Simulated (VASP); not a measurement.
## HfO2: single point with r2SCAN

Crystal: HfO2.

```
Hf O
1.0
     0.00000    2.50389    2.53861
     2.50389    0.00000    2.53861
     2.50389    2.50389    0.00000
Hf O
1 2
Direct
  0.00000 0.00000 0.00000
  0.25000 0.25000 0.25000
  0.75000 0.75000 0.75000
```

This cell differs from its parent crystal: epitaxial xy strain -1.0%.

```yaml
Program: VASP 6.6.1
Task: single point
Functional: r2SCAN
Potentials_or_basis: VASP PAW PBE potentials, release 64 (Hf_pv, O)
Cutoff: 520 eV
k_mesh: 8 × 8 × 8
Occupations: gaussian, width 0.01 eV
Spin: non-collinear spin, zero start, spin-orbit coupling
Starting_moments: "[[0.0, 0.0, 0.0], [0.0, 0.0, 0.0], [0.0, 0.0, 0.0]] μB"
Dipole_correction: no
Further_INCAR_settings: ALGO = Normal; EDIFF = 1e-07; NBANDS = 35
```

```yaml
Pressure: 0.6 GPa
Net_moment: 0.00 μB per cell
Valence_electrons_inside_the_program's_atomic_spheres: Hf 8.30; O 5.16
```

Stress tensor (GPa, compression positive):
```
 2.99  0.00  0.00
 0.00  2.99  0.00
 0.00  0.00 -4.05
```

Moments on the atoms (μB; x, y, z):
```
Hf  0.00 0.00 0.00
O   0.00 0.00 0.00
O   0.00 0.00 0.00
```

Run time: 22 min on 1 thread of Oxide Virtual Turin-like Processor, on a shared host, peak memory 0.31 GiB.

Caveat: the cell differs from its parent crystal (epitaxial xy strain -1.0%); the stress differs along the axes, from -4 to 3 GPa; the PAW data sets were made with another functional, which shifts forces and pressure a little.
